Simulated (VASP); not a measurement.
# Y (Im-3m) in VASP: further runs, part 2 of 2

VASP 6.6.1. The steps go on from the part before.

### Step 4. Single point, r2SCAN

This run uses another cell than the first one, of 36.93 Å³/atom, 1.099 times its volume.

POSCAR reads:

```
Y
1.0
   -2.0978409962      2.0978409962      2.0978409962
    2.0978409962     -2.0978409962      2.0978409962
    2.0978409962      2.0978409962     -2.0978409962
Y
1
Direct
    0.0000000000      0.0000000000      0.0000000000
```

INCAR.step1 reads:

```
PREC     = Accurate       # precision mode
ENCUT    = 520            # plane-wave cutoff, eV
ISMEAR   = 0              # smearing method
SIGMA    = 0.1            # smearing width, eV
LREAL    = F              # projectors in reciprocal space
LASPH    = T              # aspherical terms in the spheres
NELM     = 100            # most SCF steps
NBANDS   = 12             # bands
GGA      = PE             # functional
ALGO     = Normal         # electronic algorithm
EDIFF    = 1E-4           # SCF threshold, eV
LWAVE    = T              # write WAVECAR
LCHARG   = F              # write CHGCAR
```

INCAR.step2 reads:

```
PREC     = Accurate       # precision mode
ENCUT    = 520            # plane-wave cutoff, eV
EDIFF    = 1E-6           # SCF threshold, eV
ISMEAR   = 0              # smearing method
SIGMA    = 0.1            # smearing width, eV
LREAL    = F              # projectors in reciprocal space
LASPH    = T              # aspherical terms in the spheres
NELM     = 100            # most SCF steps
ALGO     = Normal         # electronic algorithm
ISIF     = 2              # what is computed and relaxed
LWAVE    = F              # write WAVECAR
LCHARG   = T              # write CHGCAR
METAGGA  = R2SCAN         # meta-GGA
LMIXTAU  = T            
LELF     = T              # ELF
LVHAR    = T            
NBANDS   = 12             # bands
ISTART   = 1
```

KPOINTS reads:

```
Automatic mesh
0
Gamma
  6 6 6
```

Potentials or basis: VASP PAW PBE potentials, release 64 (Y_sv).

Launch:

```console
$ cat potpaw_PBE.64/Y_sv/POTCAR > POTCAR
$ cp INCAR.step1 INCAR
$ mpirun -np 1 vasp_std > vasp.out
$ cp INCAR.step2 INCAR
$ mpirun -np 1 vasp_std > vasp.out
```

OUTCAR:

```text
PREC = Accurate
   ENCUT = 520
   EDIFF = 1E-6
   ISMEAR = 0
   LREAL = F
   LASPH = T
   NELM = 100
   ISIF = 2
   METAGGA = R2SCAN
   ISTART = 1

 ion  position               nearest neighbor table
   1  0.000  0.000  0.000-

  LATTYP: Found a body centered cubic cell.
 ALAT       =     4.1956819924

  Lattice vectors:

 A1 = (  -2.0978409962,   2.0978409962,   2.0978409962)
 A2 = (   2.0978409962,  -2.0978409962,   2.0978409962)
 A3 = (   2.0978409962,   2.0978409962,  -2.0978409962)

Analysis of symmetry for initial positions (statically):
=====================================================================
 Subroutine PRICEL returns:
 Original cell was already a primitive cell.

 Routine SETGRP: Setting up the symmetry group for a
 body centered cubic supercell.

 Subroutine GETGRP returns: Found 48 space group operations
 (whereof 48 operations were pure point group operations)
 out of a pool of 48 trial point group operations.

The static configuration has the point symmetry O_h .

Analysis of symmetry for dynamics (positions and initial velocities):
=====================================================================
 Subroutine PRICEL returns:
 Original cell was already a primitive cell.

 Routine SETGRP: Setting up the symmetry group for a
 body centered cubic supercell.

 Subroutine GETGRP returns: Found 48 space group operations
 (whereof 48 operations were pure point group operations)
 out of a pool of 48 trial point group operations.

The dynamic configuration has the point symmetry O_h .

 Subroutine INISYM returns: Found 48 space group operations
 (whereof 48 operations are pure point group operations),
 and found     1 'primitive' translations

----------------------------------------------------------------------------------------

                                     Primitive cell

[... 103 lines left out ...]
   LORBIT       =      0    0 simple, 1 ext, 2 COOP (PROOUT), +10 PAW based schemes
   METAGGA = R2SCAN    functional components
   LHFCALC =     F    Hartree Fock is set to
   AEXX    =    0.0000 exact exchange contribution
   IVDW    =     0    specifies the selected vdW correction
   LEPSILON=     F    determine dielectric tensor
   LRPA    =     F    only Hartree local field effects (RPA)
 non-spin polarized calculation
 Gauss-broadening in eV      SIGMA  =   0.10
  energy-cutoff  :      520.00
  volume of cell :       36.93
 maximum number of plane-waves:      1006
   NGX = 13   NGY = 13   NGZ = 13

 number of electron      11.0000001 magnetization

 Free energy of the ion-electron system (eV)
  ---------------------------------------------------
  ext. energy  EPLUGINS =         0.00000000
  ---------------------------------------------------
  free energy    TOTEN  =       -20.14711224 eV

  energy without entropy =      -20.13004574  energy(sigma->0) =      -20.13857899

 E-fermi :   2.6069     XC(G=0):  -9.5897

 val. band max:        2.5648389940   @ k =   0.3333   0.1667   0.1667
 cond. band min:       2.6351821302   @ k =   0.3333   0.1667   0.0000
 fundamental gap:      0.0703431362
 Fermi energy:         2.6068637404

 k-point     1 :       0.0000    0.0000    0.0000
  band No.  band energies     occupation
      1     -42.1105      2.00000
      2     -21.2026      2.00000
      3     -21.2026      2.00000
      4     -21.2026      2.00000
      5      -2.2260      2.00000
      6       4.4428      0.00000
      7       4.4428      0.00000
      8       4.4428      0.00000
      9       6.0992      0.00000
     10       6.0992      0.00000
     11      12.8895      0.00000
     12      12.8895      0.00000
[... 211 lines left out ...]
 k-point    16 :       0.5000    0.5000    0.5000
  band No.  band energies     occupation
      1     -42.0364      2.00000
      2     -21.4673      2.00000
      3     -21.4673      2.00000
      4     -21.4673      2.00000
      5       1.3433      2.00000
      6       1.3433      2.00000
      7       7.6162      0.00000
      8       7.6162      0.00000
      9       7.6162      0.00000
     10       7.6387      0.00000
     11       7.6387      0.00000
     12       7.6387      0.00000

------------------------ aborting loop because EDIFF is reached ----------------------------------------

  FORCE on cell =-STRESS in cart. coord.  units (eV):
  Direction    XX          YY          ZZ          XY          YZ          ZX
  --------------------------------------------------------------------------------------
  -------------------------------------------------------------------------------------
  Total       -0.6445028     -0.6445028     -0.6445028      0.0000000      0.0000000      0.0000000
  in kB      -27.9613200    -27.9613200    -27.9613200      0.0000000      0.0000000      0.0000000
  external PRESSURE =     -27.9613200 kB  Pullay stress =       0.0000000 kB

 VOLUME and BASIS-vectors are now :
 -----------------------------------------------------------------------------
  energy-cutoff  :      520.00
  volume of cell :       36.93
      direct lattice vectors                 reciprocal lattice vectors
    -2.097840996  2.097840996  2.097840996     0.000000000  0.238340275  0.238340275
     2.097840996 -2.097840996  2.097840996     0.238340275  0.000000000  0.238340275
     2.097840996  2.097840996 -2.097840996     0.238340275  0.238340275  0.000000000

 POSITION                                       TOTAL-FORCE (eV/Angst)
 -----------------------------------------------------------------------------------
      0.00000      0.00000      0.00000        -0.000000      0.000000     -0.000000
 -----------------------------------------------------------------------------------
    total drift:                               -0.000000     -0.000000     -0.000000

  FREE ENERGIE OF THE ION-ELECTRON SYSTEM (eV)
  ---------------------------------------------------
  free  energy   TOTEN  =       -20.1471122444 eV

  energy  without entropy=      -20.1300457388  energy(sigma->0) =      -20.13857899
```

OUTCAR.step1:

```text
PREC = Accurate
   ENCUT = 520
   ISMEAR = 0
   LREAL = F
   LASPH = T
[... 444 lines left out ...]

 POSITION                                       TOTAL-FORCE (eV/Angst)
 -----------------------------------------------------------------------------------
      0.00000      0.00000      0.00000         0.000000      0.000000     -0.000000
 -----------------------------------------------------------------------------------
    total drift:                               -0.000000     -0.000000     -0.000000

  FREE ENERGIE OF THE ION-ELECTRON SYSTEM (eV)
  ---------------------------------------------------
  free  energy   TOTEN  =        -6.2648765543 eV

  energy  without entropy=       -6.2460820305  energy(sigma->0) =       -6.25547929
```

It took 20 s on 1 thread of Intel Xeon 6975P-C (Granite Rapids), shared host; peak memory 0.17 GiB.

Results:

```
Free energy : -20.1471 eV
Pressure    : -2.8 GPa
```

Caveat: the PAW data sets were made with another functional, which shifts forces and pressure a little.

### Step 5. Single point, r2SCAN

POSCAR reads:

```
Y
1.0
   -2.0340174492      2.0340174492      2.0340174492
    2.0340174492     -2.0340174492      2.0340174492
    2.0340174492      2.0340174492     -2.0340174492
Y
1
Direct
    0.0000000000      0.0000000000      0.0000000000
```

INCAR.step1 reads:

```
ALGO = Normal ; EDIFF = 1E-4
ENCUT = 520 ; GGA = PE
ISMEAR = 0 ; LASPH = T
LCHARG = F ; LREAL = F
LWAVE = T ; NBANDS = 12
NELM = 100 ; PREC = Accurate
SIGMA = 0.1
```

INCAR.step2 reads:

```
ALGO = Normal ; EDIFF = 1E-6
ENCUT = 520 ; ISIF = 2
ISMEAR = 0 ; ISTART = 1
LASPH = T ; LCHARG = F
LMIXTAU = T ; LREAL = F
LWAVE = F ; METAGGA = R2SCAN
NBANDS = 12 ; NELM = 100
PREC = Accurate ; SIGMA = 0.1
```

KPOINTS reads:

```
k-points
0
Gamma
  20 20 20
```

Potentials or basis: VASP PAW PBE potentials, release 64 (Y_sv).

Launch:

```console
$ cat potpaw_PBE.64/Y_sv/POTCAR > POTCAR
$ cp INCAR.step1 INCAR
$ mpirun -np 1 vasp_std > vasp.out
$ cp INCAR.step2 INCAR
$ mpirun -np 1 vasp_std > vasp.out
```

OUTCAR:

```text
EDIFF = 1E-6
   ENCUT = 520
   ISIF = 2
   ISMEAR = 0
   ISTART = 1
   LASPH = T
   LREAL = F
   METAGGA = R2SCAN
   NELM = 100
   PREC = Accurate

 ion  position               nearest neighbor table
   1  0.000  0.000  0.000-

  LATTYP: Found a body centered cubic cell.
 ALAT       =     4.0680348984

  Lattice vectors:

 A1 = (  -2.0340174492,   2.0340174492,   2.0340174492)
 A2 = (   2.0340174492,  -2.0340174492,   2.0340174492)
 A3 = (   2.0340174492,   2.0340174492,  -2.0340174492)

Analysis of symmetry for initial positions (statically):
=====================================================================
 Subroutine PRICEL returns:
 Original cell was already a primitive cell.

 Routine SETGRP: Setting up the symmetry group for a
 body centered cubic supercell.

 Subroutine GETGRP returns: Found 48 space group operations
 (whereof 48 operations were pure point group operations)
 out of a pool of 48 trial point group operations.

The static configuration has the point symmetry O_h .

Analysis of symmetry for dynamics (positions and initial velocities):
[... 167 lines left out ...]
      1     -41.3907      2.00000
      2     -20.4400      2.00000
      3     -20.4400      2.00000
      4     -20.4400      2.00000
      5      -1.9355      2.00000
      6       5.0233      0.00000
      7       5.0233      0.00000
      8       5.0233      0.00000
      9       6.8246      0.00000
     10       6.8246      0.00000
     11      13.6692      0.00000
     12      13.6692      0.00000
[... 331 lines left out ...]
 k-point    24 :       0.2500    0.1000    0.0000
  band No.  band energies     occupation
      1     -41.3459      2.00000
      2     -20.7934      2.00000
      3     -20.5538      2.00000
      4     -20.4600      2.00000
      5       0.1886      2.00000
      6       3.5935      0.00000
      7       3.8646      0.00000
      8       6.4205      0.00000
      9       7.2344      0.00000
     10       7.3119      0.00000
     11      12.9113      0.00000
     12      13.6871      0.00000

 [... further k-points ...]

------------------------ aborting loop because EDIFF is reached ----------------------------------------

  FORCE on cell =-STRESS in cart. coord.  units (eV):
  Direction    XX          YY          ZZ          XY          YZ          ZX
  --------------------------------------------------------------------------------------
  -------------------------------------------------------------------------------------
  Total        0.0131328      0.0131328      0.0131328      0.0000000      0.0000000     -0.0000000
  in kB        0.6250930      0.6250930      0.6250930      0.0000000      0.0000000     -0.0000000
  external PRESSURE =       0.6250930 kB  Pullay stress =       0.0000000 kB

 VOLUME and BASIS-vectors are now :
 -----------------------------------------------------------------------------
  energy-cutoff  :      520.00
  volume of cell :       33.66
      direct lattice vectors                 reciprocal lattice vectors
    -2.034017449  2.034017449  2.034017449     0.000000000  0.245818933  0.245818933
     2.034017449 -2.034017449  2.034017449     0.245818933  0.000000000  0.245818933
     2.034017449  2.034017449 -2.034017449     0.245818933  0.245818933  0.000000000

 POSITION                                       TOTAL-FORCE (eV/Angst)
 -----------------------------------------------------------------------------------
      0.00000      0.00000      0.00000        -0.000000      0.000000      0.000000
 -----------------------------------------------------------------------------------
    total drift:                               -0.000000     -0.000000     -0.000000

  FREE ENERGIE OF THE ION-ELECTRON SYSTEM (eV)
  ---------------------------------------------------
  free  energy   TOTEN  =       -20.1783618603 eV

  energy  without entropy=      -20.1663038431  energy(sigma->0) =      -20.17233285
```

OSZICAR.step1:

```text
N       E                     dE             d eps       ncg     rms          rms(c)
DAV:   1     0.241185367909E+02    0.24119E+02   -0.54779E+03  6144   0.824E+02
DAV:   2    -0.522734801909E+01   -0.29346E+02   -0.28574E+02  7416   0.163E+02
DAV:   3    -0.650858202542E+01   -0.12812E+01   -0.12604E+01  8656   0.219E+01
DAV:   4    -0.654342854480E+01   -0.34847E-01   -0.34821E-01  7052   0.345E+00
DAV:   5    -0.654411444753E+01   -0.68590E-03   -0.68587E-03  7852   0.387E-01    0.239E+01
DAV:   6    -0.635691932635E+01    0.18720E+00   -0.20526E-01  6576   0.306E+00    0.145E+01
DAV:   7    -0.631674428706E+01    0.40175E-01   -0.30628E-01  7292   0.367E+00    0.108E+00
DAV:   8    -0.631297977926E+01    0.37645E-02   -0.39864E-02  7048   0.156E+00    0.183E-01
DAV:   9    -0.631269550204E+01    0.28428E-03   -0.92733E-04  7336   0.262E-01    0.992E-02
DAV:  10    -0.631264051591E+01    0.54986E-04   -0.23460E-04  6724   0.127E-01
   1 F= -.63126405E+01 E0= -.63057229E+01  d E =-.138352E-01
```

It took 5.1 min on 1 thread of Intel Xeon Platinum 8375C at 2.90GHz (Ice Lake), shared host; peak memory 0.27 GiB.

What came out:

| Item | Value |
| --- | --- |
| Free energy | -20.1784 eV |
| Pressure | 0.1 GPa |

Caveat: the PAW data sets were made with another functional, which shifts forces and pressure a little.

### Step 6. Relaxation of cell and atoms, r2SCAN

This run uses another cell than the first one, of 33.99 Å³/atom, 1.011 times its volume.

POSCAR reads:

```
Y
1.0
   -2.0405852171      2.0405852171      2.0405852171
    2.0405852171     -2.0405852171      2.0405852171
    2.0405852171      2.0405852171     -2.0405852171
Y
1
Direct
    0.0000000000      0.0000000000      0.0000000000
```

INCAR.step1 reads:

```
SYSTEM = Y
  ALGO = Normal
  EDIFF = 1E-4
  ENCUT = 600
  GGA = PE
  ISMEAR = 0
  LASPH = .True.
  LCHARG = .False.
  LREAL = .False.
  LWAVE = .True.
  NELM = 100
  PREC = Accurate
  SIGMA = 0.1
```

INCAR.step2 reads:

```
SYSTEM = Y
  ALGO = Normal
  EDIFF = 1E-7
  EDIFFG = -0.01
  ENCUT = 600
  IBRION = 2
  ISIF = 3
  ISMEAR = 0
  ISTART = 1
  LASPH = .True.
  LCHARG = .False.
  LMIXTAU = .True.
  LREAL = .False.
  LWAVE = .False.
  METAGGA = R2SCAN
  NELM = 100
  NSW = 100
  PREC = Accurate
  SIGMA = 0.1
```

KPOINTS reads:

```
k-points
0
Gamma
  20 20 20
  0 0 0
```

Potentials or basis: VASP PAW PBE potentials, release 64 (Y_sv).

Launch:

```console
$ cat potpaw_PBE.64/Y_sv/POTCAR > POTCAR
$ cp INCAR.step1 INCAR
$ mpirun -np 1 vasp_std > vasp.out
$ cp INCAR.step2 INCAR
$ mpirun -np 1 vasp_std > vasp.out
```

Run time: 8.5 min. Hardware: 1 thread of AMD EPYC 9R45 (Zen 5), shared host; peak memory 0.25 GiB.

Results (log left out):

```yaml
Free_energy: -20.1787 eV
Relaxed_volume: 33.69 Å³/atom
Relaxed_cell: a = 3.524 Å, b = 3.524 Å, c = 3.524 Å, α = 109.47°, β = 109.47°, γ = 109.47°
Space_group_after_relaxing_to_0.05_Å: Im-3m (No. 229)
Energy_gained_by_relaxing: 0.3 meV/atom
Ionic_steps: 3
Pressure_after_relaxing: 0.0 GPa
```

Step by step:
| step | energy change (eV) | largest force (eV/Å) | pressure (GPa) | volume (Å³) |
| --- | --- | --- | --- | --- |
| 1 | 0.0000 | 0.0000 | -0.34 | 33.99 |
| 2 | -0.0003 | 0.0000 | 0.07 | 33.63 |
| 3 | -0.0003 | 0.0000 | 0.00 | 33.69 |

Final structure:
```
Y
1.0
    -2.03460    2.03460    2.03460
     2.03460   -2.03460    2.03460
     2.03460    2.03460   -2.03460
Y
1
Direct
  0.00000 0.00000 0.00000
```

Levels at points of the mesh, in eV from the Fermi level:
| k point | band 1 | band 2 | band 3 | band 4 | band 5 | band 6 | band 7 | band 8 | band 9 |
| --- | --- | --- | --- | --- | --- | --- | --- | --- | --- |
| (0.00, 0.00, 0.00) | -44.47 | -23.52 | -23.52 | -23.52 | -5.01 | 1.95 | 1.95 | 1.95 | 3.74 |
| (0.50, 0.00, 0.00) | -44.41 | -24.04 | -23.68 | -23.52 | -1.99 | 0.37 | 0.50 | 3.74 | 4.35 |
| (0.50, 0.50, 0.50) | -44.36 | -23.88 | -23.88 | -23.88 | -1.53 | -1.53 | 5.49 | 5.49 | 5.49 |

Caveat: the PAW data sets were made with another functional, which shifts forces and pressure a little.

### Step 7. The runs side by side

```tsv
task	cell	k mesh	cutoff (eV)	gap on the mesh (eV)	pressure (GPa)	relaxed volume (Å³/atom)
single point	a = 3.521 Å, angles 109.5°, 1 atom	14 × 14 × 14	520	none	0.1	-
relaxation of cell and atoms	relaxed from a = 3.634 Å, angles 109.5°, 1 atom	14 × 14 × 14	600	none	0.0	33.67
single point	a = 3.634 Å, angles 109.5°, 1 atom	6 × 6 × 6	520	none	-2.8	-
single point	a = 3.523 Å, angles 109.5°, 1 atom	20 × 20 × 20	520	none	0.1	-
relaxation of cell and atoms	relaxed from a = 3.534 Å, angles 109.5°, 1 atom	20 × 20 × 20	600	none	0.0	33.69
```

Alike in all rows: level r2SCAN; potentials or basis VASP PAW PBE potentials, release 64 (Y_sv); no spin polarisation; smearing gaussian 0.1 eV.

Caveats: the PAW data sets were made with another functional, which shifts forces and pressure a little.

Absolute energies hang on the potentials; compare differences alone.
